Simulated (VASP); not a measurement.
# Sn (Immm) in VASP: further runs

Runs on Sn. Level: PBEsol. Tasks: single point.

Everything below comes from runs of VASP 6.6.1. Logs are shortened: lines on timing, memory, paths and dates and some standing lists are left out, and cuts for length are marked.

### Step 1. The cell of the first run

Symmetry: Immm, No. 71, orthorhombic system. Conventional cell: a = 3.510 Å, b = 3.609 Å, c = 4.753 Å, α = 90.00°, β = 90.00°, γ = 90.00°. Within 4.6 Å of Sn (site symmetry mmm) lie 12 Sn at 3.46 to 3.61 Å.

### Step 2. Single point, PBEsol

The input, INCAR:

```
PREC = Accurate
ENCUT = 520
EDIFF = 1E-6
ISMEAR = -1
SIGMA = 0.1
LREAL = F
LASPH = T
NELM = 80
ALGO = Normal
ISIF = 2
LWAVE = F
LCHARG = F
GGA = PS
NBANDS = 13
```

The input, KPOINTS:

```
Automatic mesh
0
Gamma
  12 12 12
```

The input, POSCAR:

```
Sn
1.0
   -1.7548479495      1.8046595022      2.3766822898
    1.7548479495     -1.8046595022      2.3766822898
    1.7548479495      1.8046595022     -2.3766822898
Sn
1
Direct
    0.0000000000      0.0000000000      0.0000000000
```

Potentials or basis: VASP PAW PBE potentials, release 64 (Sn_d).

Started as:

```sh
$ cat potpaw_PBE.64/Sn_d/POTCAR > POTCAR
$ mpirun -np 1 vasp_std > vasp.out
```

OUTCAR:

```text
PREC = Accurate
   ENCUT = 520
   EDIFF = 1E-6
   ISMEAR = -1
   LREAL = F
   LASPH = T
   NELM = 80
   ISIF = 2
   GGA = PS

 ion  position               nearest neighbor table
   1  0.000  0.000  0.000-

  LATTYP: Found a body centered orthorhombic cell.
 ALAT       =     3.5096958990
 B/A-ratio  =     1.0283851104
 C/A-ratio  =     1.3543522620

  Lattice vectors:

 A1 = (  -1.7548479495,   1.8046595022,   2.3766822898)
 A2 = (   1.7548479495,  -1.8046595022,   2.3766822898)
 A3 = (   1.7548479495,   1.8046595022,  -2.3766822898)

Analysis of symmetry for initial positions (statically):
=====================================================================
 Subroutine PRICEL returns:
 Original cell was already a primitive cell.

 Routine SETGRP: Setting up the symmetry group for a
 body centered orthorhombic supercell.

 Subroutine GETGRP returns: Found  8 space group operations
 (whereof  8 operations were pure point group operations)
 out of a pool of  8 trial point group operations.

The static configuration has the point symmetry D_2h.

Analysis of symmetry for dynamics (positions and initial velocities):
=====================================================================
 Subroutine PRICEL returns:
 Original cell was already a primitive cell.

 Routine SETGRP: Setting up the symmetry group for a
 body centered orthorhombic supercell.

 Subroutine GETGRP returns: Found  8 space group operations
 (whereof  8 operations were pure point group operations)
 out of a pool of  8 trial point group operations.

The dynamic configuration has the point symmetry D_2h.

 Subroutine INISYM returns: Found  8 space group operations
 (whereof  8 operations are pure point group operations),
 and found     1 'primitive' translations

----------------------------------------------------------------------------------------

                                     Primitive cell

  volume of cell :      30.1069

  direct lattice vectors                    reciprocal lattice vectors
    -1.754847950  1.804659502  2.376682290     0.000000000  0.277060575  0.210377299
     1.754847950 -1.804659502  2.376682290     0.284924970  0.000000000  0.210377299
     1.754847950  1.804659502 -2.376682290     0.284924970  0.277060575  0.000000000

  length of vectors
     3.461922291  3.461922291  3.461922291     0.347880971  0.354176293  0.397422698

  position of ions in fractional coordinates (direct lattice)
     0.000000000  0.000000000  0.000000000

  ion indices of the primitive-cell ions
   primitive index   ion index
                 1           1

----------------------------------------------------------------------------------------

 KPOINTS: Automatic mesh

Automatic generation of k-mesh.
 Grid dimensions read from file:
 generate k-points for:   12   12   12

 Generating k-lattice:

  Cartesian coordinates                     Fractional coordinates (reciprocal lattice)
     0.000000000  0.023088381  0.017531442     0.083333333  0.000000000 -0.000000000
     0.023743748  0.000000000  0.017531442     0.000000000  0.083333333  0.000000000
     0.023743748  0.023088381  0.000000000    -0.000000000  0.000000000  0.083333333

  Length of vectors
     0.028990081  0.029514691  0.033118558

  Shift w.r.t. Gamma in fractional coordinates (k-lattice)
     0.000000000  0.000000000  0.000000000

 Subroutine IBZKPT returns following result:
 ===========================================

 Found    280 irreducible k-points:

 Following reciprocal coordinates:
            Coordinates               Weight
  0.000000  0.000000  0.000000      1.000000
  0.083333 -0.000000  0.000000      4.000000
  0.166667 -0.000000  0.000000      4.000000
  0.250000  0.000000  0.000000      4.000000
  0.333333 -0.000000  0.000000      4.000000
  0.416667 -0.000000  0.000000      4.000000
[... 16 lines left out ...]
  0.250000  0.166667  0.000000      8.000000
  0.333333  0.166667  0.000000      8.000000
 [... further k-points ...]
   k-points           NKPTS =    280   k-points in BZ     NKDIM =    280   number of bands    NBANDS=     13
   number of dos      NEDOS =    301   number of ions     NIONS =      1
   total plane-waves  NPLWV =  21952
   dimension x,y,z NGX =    28 NGY =   28 NGZ =   28
   dimension x,y,z NGXF=    56 NGYF=   56 NGZF=   56
   ions per type =               1
   NGX,Y,Z   is equivalent  to a cutoff of  13.45, 13.45, 13.45 a.u.
   NGXF,Y,Z  is equivalent  to a cutoff of  26.89, 26.89, 26.89 a.u.
 SYSTEM =  unknown system
   PREC   = accura    normal or accurate (medium, high low for compatibility)
   ISTART =      0    job   : 0-new  1-cont  2-samecut
   ICHARG =      2    charge: 1-file 2-atom 10-const
   ISPIN  =      1    spin polarized calculation?
   LNONCOLLINEAR =      F non collinear calculations
   LSORBIT =      F    spin-orbit coupling
   LASPH  =      T    aspherical Exc in radial PAW
   ENCUT  =  520.0 eV  38.22 Ry    6.18 a.u.   6.44  6.44  6.44*2*pi/ulx,y,z
   NELM   =     80;   NELMIN=  2; NELMDL= -5     # of ELM steps
   EDIFF  = 0.1E-05   stopping-criterion for ELM
   LREAL  =      F    real-space projection
   EDIFFG = 0.1E-04   stopping-criterion for IOM
   NSW    =      0    number of steps for IOM
   IBRION =     -1    ionic relax: 0-MD 1-quasi-New 2-CG
   NFREE  =      0    steps in history (QN), initial steepest desc. (CG)
   ISIF   =      2    stress and relaxation
   ISYM   =      2    0-nonsym 1-usesym 2-fastsym
   POTIM  = 0.5000    time-step for ionic-motion
   TEBEG  =    0.0;   TEEND  =   0.0 temperature during run
   PSTRESS=    0.0 pullay stress
   NELECT =      14.0000    total number of electrons
   NUPDOWN=      -1.0000    fix difference up-down
   EMIN   =  10.00;   EMAX   =-10.00  energy-range for DOS
   EFERMI =   0.00;   METHOD = LEGACY
   ISMEAR =    -1;   SIGMA  =   0.10  broadening in eV -4-tet -1-fermi 0-gaus
   EFERMI_NEDOS =   21; number of points for ismear=-14 and -15
   IALGO  =     38    algorithm
   IMIX   =      4    mixing-type and parameters
     AMIX     =   0.40;   BMIX     =  1.00
     AMIX_MAG =   1.60;   BMIX_MAG =  1.00
  volume/ion in A,a.u.               =      30.11       203.17
  Fermi-wavevector in a.u.,A,eV,Ry     =   1.268320  2.396777 21.886820  1.608636
  Thomas-Fermi vector in A             =   2.401421
   LORBIT       =      0    0 simple, 1 ext, 2 COOP (PROOUT), +10 PAW based schemes
   GGA     = PS    functional components
   LHFCALC =     F    Hartree Fock is set to
   AEXX    =    0.0000 exact exchange contribution
   IVDW    =     0    specifies the selected vdW correction
   LEPSILON=     F    determine dielectric tensor
   LRPA    =     F    only Hartree local field effects (RPA)
 non-spin polarized calculation
  energy-cutoff  :      520.00
  volume of cell :       30.11
 maximum number of plane-waves:       832
 NGX is ok and might be reduce to    28
   NGX = 13   NGY = 13   NGZ = 13

 number of electron      14.0000003 magnetization

 Free energy of the ion-electron system (eV)
  ---------------------------------------------------
  ext. energy  EPLUGINS =         0.00000000
  ---------------------------------------------------
  free energy    TOTEN  =        -4.17023968 eV

  energy without entropy =       -4.14658177  energy(sigma->0) =       -4.15841072

 E-fermi :   6.8008     XC(G=0): -10.0312

 val. band max:        6.7922421164   @ k =  -0.4167  -0.3333   0.1667
 cond. band min:       6.8056655573   @ k =   0.4167   0.2500   0.1667
 fundamental gap:      0.0134234409
 Fermi energy:         6.8008165938

 k-point     1 :       0.0000    0.0000    0.0000
  band No.  band energies     occupation
      1     -14.6302      2.00000
      2     -14.6176      2.00000
      3     -14.5988      2.00000
      4     -14.5743      2.00000
      5     -14.5458      2.00000
      6      -3.6431      2.00000
      7      13.4501      0.00000
      8      13.5910      0.00000
      9      13.9579      0.00000
     10      17.3547      0.00000
     11      17.6650      0.00000
     12      18.1473      0.00000
     13      18.3090      0.00000

 k-point     2 :       0.0833   -0.0000    0.0000
  band No.  band energies     occupation
      1     -14.6273      2.00000
      2     -14.6135      2.00000
      3     -14.5980      2.00000
      4     -14.5731      2.00000
      5     -14.5464      2.00000
      6      -3.5148      2.00000
      7      12.1877      0.00000
      8      13.4278      0.00000
      9      13.7193      0.00000
     10      16.6816      0.00000
     11      18.1842      0.00000
     12      18.6271      0.00000
     13      19.5639      0.00000

 k-point     3 :       0.1667   -0.0000    0.0000
  band No.  band energies     occupation
      1     -14.6209      2.00000
      2     -14.6071      2.00000
      3     -14.5960      2.00000
      4     -14.5650      2.00000
      5     -14.5462      2.00000
      6      -3.1306      2.00000
      7       9.8475      0.00000
      8      13.1715      0.00000
      9      13.1929      0.00000
     10      16.2881      0.00000
     11      18.6593      0.00000
     12      18.7423      0.00000
     13      19.5477      0.00000
[... 305 lines left out ...]
 k-point    23 :       0.2500    0.1667    0.0000
  band No.  band energies     occupation
      1     -14.6090      2.00000
      2     -14.6044      2.00000
      3     -14.5771      2.00000
      4     -14.5523      2.00000
      5     -14.5194      2.00000
      6      -1.4252      2.00000
      7       6.2676      1.99038
      8       8.7772      0.00000
      9      12.6785      0.00000
     10      16.1913      0.00000
     11      18.0676      0.00000
     12      18.6624      0.00000
     13      19.6999      0.00000

 k-point    24 :       0.3333    0.1667    0.0000
  band No.  band energies     occupation
      1     -14.6147      2.00000
      2     -14.5974      2.00000
      3     -14.5804      2.00000
      4     -14.5334      2.00000
      5     -14.5140      2.00000
      6      -0.4501      2.00000
      7       4.4351      2.00000
      8       8.6307      0.00000
      9      11.9998      0.00000
     10      15.3504      0.00000
     11      18.1785      0.00000
     12      18.9869      0.00000
     13      20.9966      0.00000

 [... further k-points ...]

------------------------ aborting loop because EDIFF is reached ----------------------------------------

  FORCE on cell =-STRESS in cart. coord.  units (eV):
  Direction    XX          YY          ZZ          XY          YZ          ZX
  --------------------------------------------------------------------------------------
  -------------------------------------------------------------------------------------
  Total       -0.9204875     -0.9972847     -1.0213032     -0.0000000      0.0000000      0.0000000
  in kB      -48.9849400    -53.0718046    -54.3499805     -0.0000000      0.0000000      0.0000000
  external PRESSURE =     -52.1355750 kB  Pullay stress =       0.0000000 kB

 VOLUME and BASIS-vectors are now :
 -----------------------------------------------------------------------------
  energy-cutoff  :      520.00
  volume of cell :       30.11
      direct lattice vectors                 reciprocal lattice vectors
    -1.754847950  1.804659502  2.376682290     0.000000000  0.277060575  0.210377299
     1.754847950 -1.804659502  2.376682290     0.284924970  0.000000000  0.210377299
     1.754847950  1.804659502 -2.376682290     0.284924970  0.277060575  0.000000000

 POSITION                                       TOTAL-FORCE (eV/Angst)
 -----------------------------------------------------------------------------------
      0.00000      0.00000      0.00000         0.000000      0.000000      0.000000
 -----------------------------------------------------------------------------------
    total drift:                               -0.000000     -0.000000     -0.000000

  FREE ENERGIE OF THE ION-ELECTRON SYSTEM (eV)
  ---------------------------------------------------
  free  energy   TOTEN  =        -4.1702396753 eV

  energy  without entropy=       -4.1465817655  energy(sigma->0) =       -4.15841072
```

Wall time 79 s (1 thread of Intel Xeon 6975P-C (Granite Rapids), shared host); peak memory 0.23 GiB.

Results:

- Free energy: -4.1702 eV
- Pressure: -5.2 GPa
- Band gap on the k mesh: zero (band 7 reaches 13.45 eV, above the bottom of band 8 at 5.01 eV)

Caveat: the PAW data sets were made with another functional, which shifts forces and pressure a little; spin-orbit coupling is left out, which moves the levels of the heavy elements.

(Continued in part 2 of 2.)
